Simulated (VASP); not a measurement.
# InP (rocksalt type) (Fm-3m) in VASP: a series of runs, part 2 of 2

VASP 6.6.1. Earlier steps stand in the parts before.

### Step 6. Single point, PBE (22.54 Å³/atom)

This run uses another cell than the first one, of 22.54 Å³/atom.

File INCAR:

```
  PREC = Accurate
  ENCUT = 520
  EDIFF = 1E-6
  ISMEAR = -1
  SIGMA = 0.08
  LREAL = False
  LASPH = True
  NELM = 60
  ALGO = Normal
  ISIF = 2
  LWAVE = False
  LCHARG = False
  GGA = PE
  NBANDS = 16
```

File KPOINTS:

```
regular mesh
0
Gamma
  14 14 14
```

File POSCAR:

```
InP
1.0
    0.0000000000      2.8248947093      2.8248947093
    2.8248947093      0.0000000000      2.8248947093
    2.8248947093      2.8248947093      0.0000000000
In P
1 1
Direct
    0.0000000000      0.0000000000      0.0000000000
    0.5000000000      0.5000000000      0.5000000000
```

Potentials or basis: VASP PAW PBE potentials, release 64 (In_d, P).

On the command line:

```console
cat potpaw_PBE.64/In_d/POTCAR potpaw_PBE.64/P/POTCAR > POTCAR
mpirun -np 1 vasp_std > vasp.out
```

OUTCAR:

```text
PREC = Accurate
   ENCUT = 520
   EDIFF = 1E-6
   ISMEAR = -1
   LREAL = False
   LASPH = True
   NELM = 60
   ISIF = 2
   GGA = PE

 ion  position               nearest neighbor table
   1  0.000  0.000  0.000-   2 2.82   2 2.82   2 2.82   2 2.82   2 2.82   2 2.82
   2  0.500  0.500  0.500-   1 2.82   1 2.82   1 2.82   1 2.82   1 2.82   1 2.82

  LATTYP: Found a face centered cubic cell.
 ALAT       =     5.6497894186

  Lattice vectors:

 A1 = (   0.0000000000,   2.8248947093,   2.8248947093)
 A2 = (   2.8248947093,   0.0000000000,   2.8248947093)
 A3 = (   2.8248947093,   2.8248947093,   0.0000000000)

Analysis of symmetry for initial positions (statically):
=====================================================================
 Subroutine PRICEL returns:
 Original cell was already a primitive cell.

 Routine SETGRP: Setting up the symmetry group for a
 face centered cubic supercell.

 Subroutine GETGRP returns: Found 48 space group operations
 (whereof 48 operations were pure point group operations)
 out of a pool of 48 trial point group operations.

The static configuration has the point symmetry O_h .

Analysis of symmetry for dynamics (positions and initial velocities):
=====================================================================
 Subroutine PRICEL returns:
 Original cell was already a primitive cell.

 Routine SETGRP: Setting up the symmetry group for a
 face centered cubic supercell.

 Subroutine GETGRP returns: Found 48 space group operations
 (whereof 48 operations were pure point group operations)
 out of a pool of 48 trial point group operations.

The dynamic configuration has the point symmetry O_h .

 Subroutine INISYM returns: Found 48 space group operations
 (whereof 48 operations are pure point group operations),
 and found     1 'primitive' translations

----------------------------------------------------------------------------------------

                                     Primitive cell

  volume of cell :      45.0855
[... 103 lines left out ...]
   EFERMI =   0.00;   METHOD = LEGACY
   ISMEAR =    -1;   SIGMA  =   0.08  broadening in eV -4-tet -1-fermi 0-gaus
   EFERMI_NEDOS =   21; number of points for ismear=-14 and -15
   IALGO  =     38    algorithm
   IMIX   =      4    mixing-type and parameters
     AMIX     =   0.40;   BMIX     =  1.00
     AMIX_MAG =   1.60;   BMIX_MAG =  1.00
  volume/ion in A,a.u.               =      22.54       152.13
  Fermi-wavevector in a.u.,A,eV,Ry     =   1.205462  2.277992 19.771140  1.453138
  Thomas-Fermi vector in A             =   2.341157
   LORBIT       =      0    0 simple, 1 ext, 2 COOP (PROOUT), +10 PAW based schemes
   GGA     = PE    functional components
   LHFCALC =     F    Hartree Fock is set to
   AEXX    =    0.0000 exact exchange contribution
   IVDW    =     0    specifies the selected vdW correction
   LEPSILON=     F    determine dielectric tensor
   LRPA    =     F    only Hartree local field effects (RPA)
 non-spin polarized calculation
  energy-cutoff  :      520.00
  volume of cell :       45.09
 maximum number of plane-waves:      1243
 NGX is ok and might be reduce to    30
   NGX = 15   NGY = 15   NGZ = 15

 number of electron      17.9999993 magnetization

 Free energy of the ion-electron system (eV)
  ---------------------------------------------------
  ext. energy  EPLUGINS =         0.00000000
  ---------------------------------------------------
  free energy    TOTEN  =        -7.89662692 eV

  energy without entropy =       -7.87186777  energy(sigma->0) =       -7.88424734

 E-fermi :   6.3121     XC(G=0): -10.1208

 val. band max:        6.3045488550   @ k =  -0.3571   0.1429   0.0000
 cond. band min:       6.3301117542   @ k =  -0.1429   0.2143   0.0714
 fundamental gap:      0.0255628992
 Fermi energy:         6.3121079687

 k-point     1 :       0.0000    0.0000    0.0000
  band No.  band energies     occupation
      1      -7.8248      2.00000
      2      -7.8248      2.00000
      3      -7.8088      2.00000
      4      -7.8088      2.00000
      5      -7.8088      2.00000
      6      -5.2599      2.00000
[... 433 lines left out ...]
      3      -7.8183      2.00000
      4      -7.7763      2.00000
      5      -7.7657      2.00000
      6      -4.3978      2.00000
[... 8 lines left out ...]
     15      16.2780      0.00000
     16      16.3656      0.00000

 [... further k-points ...]
[... 5 lines left out ...]
  --------------------------------------------------------------------------------------
  -------------------------------------------------------------------------------------
  Total       -1.0530031     -1.0530031     -1.0530031      0.0000000      0.0000000     -0.0000000
  in kB      -37.4199716    -37.4199716    -37.4199716      0.0000000      0.0000000     -0.0000000
  external PRESSURE =     -37.4199716 kB  Pullay stress =       0.0000000 kB

 VOLUME and BASIS-vectors are now :
 -----------------------------------------------------------------------------
  energy-cutoff  :      520.00
  volume of cell :       45.09
      direct lattice vectors                 reciprocal lattice vectors
     0.000000000  2.824894709  2.824894709    -0.176997747  0.176997747  0.176997747
     2.824894709  0.000000000  2.824894709     0.176997747 -0.176997747  0.176997747
     2.824894709  2.824894709  0.000000000     0.176997747  0.176997747 -0.176997747

 POSITION                                       TOTAL-FORCE (eV/Angst)
 -----------------------------------------------------------------------------------
      0.00000      0.00000      0.00000        -0.000000     -0.000000     -0.000000
      2.82489      2.82489      2.82489         0.000000      0.000000      0.000000
 -----------------------------------------------------------------------------------
    total drift:                               -0.000000      0.000000      0.000000

  FREE ENERGIE OF THE ION-ELECTRON SYSTEM (eV)
  ---------------------------------------------------
  free  energy   TOTEN  =        -7.8966269164 eV

  energy  without entropy=       -7.8718677698  energy(sigma->0) =       -7.88424734
```

Wall time 2.1 min (1 thread of Intel Xeon 8259CL, shared host); peak memory 0.22 GiB.

Results:

```yaml
Free_energy: -7.8966 eV
Pressure: -3.7 GPa
Band_gap_on_the_k_mesh: zero (bands 9 and 10 overlap by 2.42 eV)
```

Caveat: the cell stands under tension; spin-orbit coupling is left out, which moves the levels of the heavy elements.

### Step 7. The runs side by side

| cell | gap on the mesh (eV) | pressure (GPa) |
| --- | --- | --- |
| a = 3.839 Å, angles 60.0°, 2 atoms | none | 5.2 |
| a = 3.892 Å, angles 60.0°, 2 atoms | none | 1.5 |
| a = 3.918 Å, angles 60.0°, 2 atoms | none | 0.0 |
| a = 3.944 Å, angles 60.0°, 2 atoms | none | -1.4 |
| a = 3.995 Å, angles 60.0°, 2 atoms | none | -3.7 |

Alike in all rows: task single point; level PBE; potentials or basis VASP PAW PBE potentials, release 64 (In_d, P); no spin polarisation; k mesh 14 × 14 × 14; cutoff (eV) 520; smearing fermi-dirac 0.08 eV.

Caveats: spin-orbit coupling is left out, which moves the levels of the heavy elements; the cell stands under pressure (at least some runs); the cell stands under tension (at least some runs).

Absolute energies hang on the potentials; compare differences alone.
